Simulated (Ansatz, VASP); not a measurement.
TiTl2H4 in VASP and in Ansatz

Contents of INCAR:

```
  PREC = Accurate
  ENCUT = 600
  EDIFF = 1E-6
  ISMEAR = 0
  SIGMA = 0.1
  LREAL = False
  LASPH = True
  NELM = 100
  ALGO = Normal
  ISIF = 3
  LWAVE = False
  LCHARG = False
  GGA = PE
  IBRION = 2
  NSW = 90
  EDIFFG = -0.04
```

File KPOINTS:

```
Automatic mesh
0
Gamma
  4 4 4
```

The input POSCAR:

```
TiTl2H4
1.0
   -3.0750532050      3.0750532050      2.5124540787
    3.0750532050     -3.0750532050      2.5124540787
    3.0750532050      3.0750532050     -2.5124540787
Ti Tl H
1 2 4
Direct
    0.0000000000      0.0000000000      0.0000000000
    0.7500000000      0.2500000000      0.5000000000
    0.2500000000      0.7500000000      0.5000000000
    0.3030000000      0.3030000000      0.6060000000
    0.3030000000      0.6970000000      0.0000000000
    0.6970000000      0.6970000000      0.3940000000
    0.6970000000      0.3030000000      0.0000000000
```

Input for Ansatz:

```yaml
crystal:
  lattice:
    - [-3.075053205, 3.075053205, 2.5124540787]
    - [3.075053205, -3.075053205, 2.5124540787]
    - [3.075053205, 3.075053205, -2.5124540787]
  atoms:
    - { symbol: Ti, position: [0.0, 0.0, 0.0] }
    - { symbol: Tl, position: [0.75, 0.25, 0.5] }
    - { symbol: Tl, position: [0.25, 0.75, 0.5] }
    - { symbol: H, position: [0.303, 0.303, 0.606] }
    - { symbol: H, position: [0.303, 0.697, 0.0] }
    - { symbol: H, position: [0.697, 0.697, 0.394] }
    - { symbol: H, position: [0.697, 0.303, 0.0] }
basis:
  ecutwfc: 420
kpoints:
  mp_grid: { grid: [4, 4, 4] }
hamiltonian:
  xc: pbe
scf:
  occupations: { method: gaussian, width: 0.1 }
  lower_state_search: "off"
output:
  forces: true
  stress: true
  eigenvalues: true
relax:
  adjacent_minimum: "off"
  f_tol: 0.04
  max_steps: 70
  cell: { stress_tol: 0.4 }
```

Alike in both runs: task relaxation of cell and atoms; functional PBE; k mesh 4 × 4 × 4; occupations gaussian, width 0.1 eV; no spin polarisation.

|  | VASP | Ansatz |
| --- | --- | --- |
| version | VASP 6.6.1 | Ansatz 0.2.0 |
| potentials or method | VASP PAW PBE potentials, release 64 (Ti_sv, Tl_d, H), cutoff 600 eV | scalar-relativistic, plane waves, PAW |
| valence electrons in the cell | 42 | 42 |

|  | VASP | Ansatz | Ansatz less VASP |
| --- | --- | --- | --- |
| gap on the k mesh at the Fermi level, each at its own relaxed structure (eV) | none | none | - |
| relaxed volume (Å³/atom) | 14.08 | 14.29 | +0.217 |
| relaxed cell length with the largest relative difference (Å) | 5.166 | 5.208 | +0.0418 |

A gap of «none» marks a metal or a gap that the smearing closes.

The k mesh is coarse, so the values compare programs but aren't converged. Spin-orbit coupling is off throughout.
